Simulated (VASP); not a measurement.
Input of a VASP 6.6.1 run:

Contents of POSCAR:

```
Mg
1.0
    3.1792646660      0.0000000000      0.0000000000
   -1.5896323330      2.7533239661      0.0000000000
    0.0000000000      0.0000000000      5.1568903903
Mg
2
Direct
    0.3333333333      0.6666666667      0.2500000000
    0.6666666667      0.3333333333      0.7500000000
```

File INCAR.step1:

```
PREC = Accurate
ENCUT = 520
ISMEAR = -1
SIGMA = 0.1
LREAL = F
LASPH = T
NELM = 80
NBANDS = 9
GGA = PE
ALGO = Normal
EDIFF = 1E-4
LWAVE = T
LCHARG = F
```

The input INCAR.step2:

```
PREC = Accurate
ENCUT = 520
EDIFF = 1E-7
ISMEAR = -1
SIGMA = 0.1
LREAL = F
LASPH = T
NELM = 80
ALGO = Normal
ISIF = 2
LWAVE = F
LCHARG = F
METAGGA = R2SCAN
LMIXTAU = T
NBANDS = 9
ISTART = 1
```

The input KPOINTS:

```
regular mesh
0
Gamma
  11 11 6
```

Potentials or basis: VASP PAW PBE potentials, release 64 (Mg).

The run is started by

```sh
$ cat potpaw_PBE.64/Mg/POTCAR > POTCAR
$ cp INCAR.step1 INCAR
$ mpirun -np 1 vasp_std > vasp.out
$ cp INCAR.step2 INCAR
$ mpirun -np 1 vasp_std > vasp.out
```

(1) Estimate the band gap on the k mesh.

(2) Predict the pressure.

Answers

(1) zero (bands 2 and 3 overlap by 2.07 eV).

(2) -0.3 GPa.

Caveat: the PAW data sets were made with another functional, which shifts forces and pressure a little.
